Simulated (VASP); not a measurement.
Write the native input for VASP 6.6.1 that does the following.

```
Task                   : relaxation of cell and atoms
Functional             : PBE
Potentials or basis    : VASP PAW PBE potentials, release 64 (Mg, Hf_pv, O)
Cutoff                 : 600 eV
k mesh                 : 4 × 4 × 4
Occupations            : gaussian, width 0.1 eV
Spin                   : no spin polarisation
Dipole correction      : no
Further INCAR settings : ALGO = Normal; EDIFF = 1e-07; IBRION = 2; EDIFFG = -0.04; NSW = 90; ISIF = 3
```

The structure of Hf2MgO lies in POSCAR:

```
Hf2MgO
1.0
    4.4147194900      0.0000000000      0.0000000000
    0.0000000000      4.4147194900      0.0000000000
    0.0000000000      0.0000000000      4.0012321200
Mg Hf O
1 2 1
Direct
    0.0000000000      0.0000000000      0.6261510100
    0.5000000000      0.0000000000      0.5708109900
    0.0000000000      0.5000000000      0.5708109900
    0.0000000000      0.0000000000      0.1349103500
```

The cell was generated, and may not be a known phase.

One way to write it, as run:

INCAR

```
SYSTEM = Hf2MgO
  PREC = Accurate
  ENCUT = 600
  EDIFF = 1E-7
  ISMEAR = 0
  SIGMA = 0.1
  LREAL = .False.
  LASPH = .True.
  NELM = 120
  ALGO = Normal
  ISIF = 3
  LWAVE = .False.
  LCHARG = .False.
  GGA = PE
  IBRION = 2
  NSW = 90
  EDIFFG = -0.04
  GGA_COMPAT = .False.
  NELMIN = 4
```

KPOINTS

```
Automatic mesh
0
Gamma
  4 4 4
  0 0 0
```

Potentials or basis: VASP PAW PBE potentials, release 64 (Mg, Hf_pv, O).

Launch:

```sh
$ cat potpaw_PBE.64/Mg/POTCAR potpaw_PBE.64/Hf_pv/POTCAR potpaw_PBE.64/O/POTCAR > POTCAR
$ mpirun -np 1 vasp_std > vasp.out
```

Results of the run:

```yaml
Relaxed_volume: 22.01 Å³/atom
Relaxed_cell: a = 4.106 Å, b = 4.106 Å, c = 5.223 Å, α = 90.00°, β = 90.00°, γ = 90.00°
Space_group_after_relaxing_to_0.1_Å: P4mm (No. 99)
Energy_gained_by_relaxing: 2678.7 meV/atom
Ionic_steps: 41
Pressure_after_relaxing: 0.0 GPa
Largest_force_after_relaxing: 0.014 eV/Å
Band_gap_on_the_k_mesh: zero (bands 14 and 15 overlap by 1.18 eV)
```

Caveat: the k points lie up to 0.38 Å⁻¹ apart in the final cell, too coarse for converged energies and pressures of a metal; a cell axis changed by over 15 % at a fixed basis, so the end point is rough; spin-orbit coupling is left out, which moves the levels of the heavy elements.

Run time: 7.2 min on 1 thread of AMD EPYC 9R45 96-Core Processor (Zen 5), with other jobs on the host, peak memory 0.2 GiB.
